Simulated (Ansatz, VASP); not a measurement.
# One calculation of Ge7I, two programs

```xyz
8
Lattice="6.4050 0.0000 0.0000 -3.2025 5.5469 0.0000 0.0000 0.0000 4.9877" Properties=species:S:1:pos:R:3 pbc="T T T"
Ge   -1.7575    2.6832    0.0000
Ge    0.0000    5.7272    0.0000
Ge    1.7575    2.6832    0.0000
Ge   -1.3499    4.4773    2.4938
Ge    0.0000    2.1392    2.4938
Ge    1.3499    4.4773    2.4938
Ge    3.2025    1.8490    2.4938
I     0.0000    0.0000    0.0000
```

Change from the starting cell: species swapped into the Mg7Al type (P-6m2, No. 187).

Alike in both runs: functional PBE; k mesh 6 × 6 × 8; occupations gaussian, width 0.1 eV; no spin polarisation.

Ansatz relaxed the structure, and its values are those at the end. VASP's run is a single point on that final structure, the one shown.

```csv
,VASP,Ansatz
version,VASP 6.6.1,Ansatz 0.2.0
potentials or method,"VASP PAW PBE potentials, release 64 (Ge_d, I), cutoff 520 eV","scalar-relativistic, plane waves, PAW"
valence electrons in the cell,105,115
```

Ansatz gave:

```
gap on the k mesh at the Fermi level (eV) : none
pressure (GPa)                            : 0.0
rms of the force components (eV/Å)        : 0.000
```

Question: Which values does VASP return?

Answer: gap on the k mesh at the Fermi level (eV): none; pressure (GPa): 0.0; rms of the force components (eV/Å): 0.004.

A gap of «none» marks a metal or a gap that the smearing closes. VASP's potentials hold 105 valence electrons a cell and Ansatz's 115, so a difference there can come from the potentials and not from the codes.

Spin-orbit coupling is off throughout.
